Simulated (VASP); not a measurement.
Input of a VASP 6.6.1 run:

The input POSCAR:

```
BN
1.0
    2.5714419730      0.0000000000      0.0000000000
   -1.2857209865      2.2269340730      0.0000000000
    0.0000000000      0.0000000000      4.2534456881
B N
2 2
Direct
    0.6666666667      0.3333333333      0.0002534944
    0.3333333333      0.6666666667      0.5002534944
    0.6666666667      0.3333333333      0.3747465056
    0.3333333333      0.6666666667      0.8747465056
```

The input INCAR.step1:

```
SYSTEM = BN
PREC = Accurate ; ENCUT = 600
ISMEAR = 0 ; SIGMA = 0.05
LREAL = .FALSE. ; LASPH = .TRUE.
NELM = 80 ; GGA = PE
ALGO = Normal ; EDIFF = 1E-4
LWAVE = .TRUE. ; LCHARG = .FALSE.
```

INCAR.step2

```
SYSTEM = BN
PREC = Accurate ; ENCUT = 600
EDIFF = 1E-6 ; ISMEAR = 0
SIGMA = 0.05 ; LREAL = .FALSE.
LASPH = .TRUE. ; NELM = 80
ALGO = Normal ; ISIF = 4
LWAVE = .FALSE. ; LCHARG = .FALSE.
METAGGA = R2SCAN ; LMIXTAU = .TRUE.
IVDW = 12 ; VDW_S6 = 1.0
VDW_S8 = 0.78981345 ; VDW_A1 = 0.49484001
VDW_A2 = 5.73083694 ; IBRION = 2
NSW = 60 ; EDIFFG = -0.01
ISTART = 1
```

Contents of KPOINTS:

```
regular mesh
0
G
  10 10 6
  0 0 0
```

Potentials or basis: VASP PAW PBE potentials, release 64 (B, N).

Command:

```console
$ cat potpaw_PBE.64/B/POTCAR potpaw_PBE.64/N/POTCAR > POTCAR
$ cp INCAR.step1 INCAR
$ mpirun -np 1 vasp_std > vasp.out
$ cp INCAR.step2 INCAR
$ mpirun -np 1 vasp_std > vasp.out
```

Q: Estimate the dispersion energy per atom.

A: -0.095 eV.

Q: Estimate the band gap on the k mesh.

A: 5.97 eV, indirect (least direct gap 8.81 eV).

Final structure:
```cif
data_structure
_symmetry_space_group_name_H-M 'P 1'
_symmetry_Int_Tables_number 1
_cell_length_a 2.5716
_cell_length_b 2.5716
_cell_length_c 4.2530
_cell_angle_alpha 90.000
_cell_angle_beta 90.000
_cell_angle_gamma 120.000
_cell_volume 24.36
loop_
_atom_site_label
_atom_site_type_symbol
_atom_site_fract_x
_atom_site_fract_y
_atom_site_fract_z
_atom_site_occupancy
B1 B 0.66667 0.33333 0.00009 1
B2 B 0.33333 0.66667 0.50009 1
N1 N 0.66667 0.33333 0.37491 1
N2 N 0.33333 0.66667 0.87491 1
```

 A k mesh can miss the band edges.
